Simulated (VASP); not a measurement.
## SbSe2: relaxation of cell and atoms with PBE

The system is SbSe2.

```
Sb Se
1.0
     0.00000    3.45327    3.45327
     3.45327    0.00000    3.45327
     3.45327    3.45327    0.00000
Sb Se
1 2
Cartesian
  0.0000 0.0000 0.0000
  1.7266 1.7266 1.7266
  5.1799 5.1799 5.1799
```

| Property | Result |
| --- | --- |
| Program | VASP 6.6.1 |
| Task | relaxation of cell and atoms |
| Functional | PBE |
| Potentials or basis | VASP PAW PBE potentials, release 64 (Sb, Se) |
| Cutoff | 600 eV |
| k mesh | 12 × 12 × 12 |
| Occupations | gaussian, width 0.1 eV |
| Spin | no spin polarisation |
| Dipole correction | no |
| Further INCAR settings | ALGO = Normal; EDIFF = 1e-06; IBRION = 2; EDIFFG = -0.01; NSW = 100; ISIF = 3 |

```
Pressure after relaxing : 0.0 GPa
```

Final structure:
```
CELL_PARAMETERS angstrom
0.00000 3.45327 3.45327
3.45327 0.00000 3.45327
3.45327 3.45327 0.00000
ATOMIC_POSITIONS crystal
Sb 0.00000 0.00000 0.00000
Se 0.25000 0.25000 0.25000
Se 0.75000 0.75000 0.75000
```

Levels at points of the mesh, in eV from the Fermi level:
```csv
k point,band 6,band 7,band 8,band 9,band 10,band 11,band 12
"(0.00, 0.00, 0.00)",-2.77,-2.05,-2.05,-2.05,1.46,1.46,1.46
"(0.50, 0.00, 0.00)",-3.04,-1.99,-1.99,0.30,2.92,2.92,3.82
"(0.50, 0.50, 0.00)",-1.95,0.15,0.15,0.70,1.07,3.82,3.82
```

Wall time 71 s on 1 thread of Intel Xeon 6975P-C, with other jobs on the host, peak memory 0.3 GiB.

Caveat: the relaxation stopped at its first step, so nothing moved; spin-orbit coupling is left out, which moves the levels of the heavy elements.
